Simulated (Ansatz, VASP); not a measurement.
One calculation of KBr, two programs

The input POSCAR:

```
KBr
1.0
    0.0000000000      3.6882992926      3.6882992926
    3.6882992926      0.0000000000      3.6882992926
    3.6882992926      3.6882992926      0.0000000000
K Br
1 1
Direct
    0.0000000000      0.0000000000      0.0000000000
    0.2500000000      0.2500000000      0.2500000000
```

INCAR.step1

```
SYSTEM = KBr
PREC = Accurate
ENCUT = 520
EDIFF = 1E-5
ISMEAR = 0
SIGMA = 0.01
LREAL = .FALSE.
LASPH = .TRUE.
NELM = 100
ALGO = Normal
ISIF = 2
LWAVE = .TRUE.
LCHARG = .FALSE.
NBANDS = 15
GGA = PE
```

File INCAR.step2:

```
SYSTEM = KBr
PREC = Accurate
ENCUT = 520
EDIFF = 1E-6
ISMEAR = 0
SIGMA = 0.01
LREAL = .FALSE.
LASPH = .TRUE.
NELM = 100
ALGO = Normal
ISIF = 2
LWAVE = .FALSE.
LCHARG = .FALSE.
GGA = PE
LHFCALC = .TRUE.
AEXX = 0.5
HFSCREEN = 0.3
PRECFOCK = Normal
NBANDS = 15
ISTART = 1
```

Contents of KPOINTS:

```
Automatic mesh
0
G
  4 4 4
  0 0 0
```

Input for Ansatz:

```yaml
crystal:
  lattice:
    - [0.0, 3.6882992926, 3.6882992926]
    - [3.6882992926, 0.0, 3.6882992926]
    - [3.6882992926, 3.6882992926, 0.0]
  atoms:
    - { symbol: K, position: [0.0, 0.0, 0.0] }
    - { symbol: Br, position: [0.25, 0.25, 0.25] }
kpoints:
  mp_grid: { grid: [4, 4, 4] }
hamiltonian:
  xc: { exchange: pbe, correlation: pbe, exx: { coeff: 0.5, omega: 0.3 } }
scf:
  occupations: { method: fixed }
  n_extra_bands: 4
output:
  forces: true
  stress: true
  eigenvalues: true
```

Alike in both runs: task single point; functional PBE-based screened hybrid; k mesh 4 × 4 × 4; no spin polarisation.

|  | VASP | Ansatz |
| --- | --- | --- |
| version | VASP 6.6.1 | Ansatz 0.2.0 |
| potentials or method | VASP PAW PBE potentials, release 64 (K_sv, Br) | plane waves |
| plane-wave cutoff (eV) | 520 | 420 |
| occupations | gaussian, width 0.01 eV | fixed |
| valence electrons in the cell | 16 | 16 |

```csv
,VASP,Ansatz,Ansatz less VASP
gap on the k mesh at the Fermi level (eV),6.08,6.08,+0.001
pressure (GPa),0.0,0.0,-0.01
```

VASP's potentials were made for PBE, not for PBE-based screened hybrid. Ansatz's warnings: stress exchange threshold loose, stress scf threshold loose.
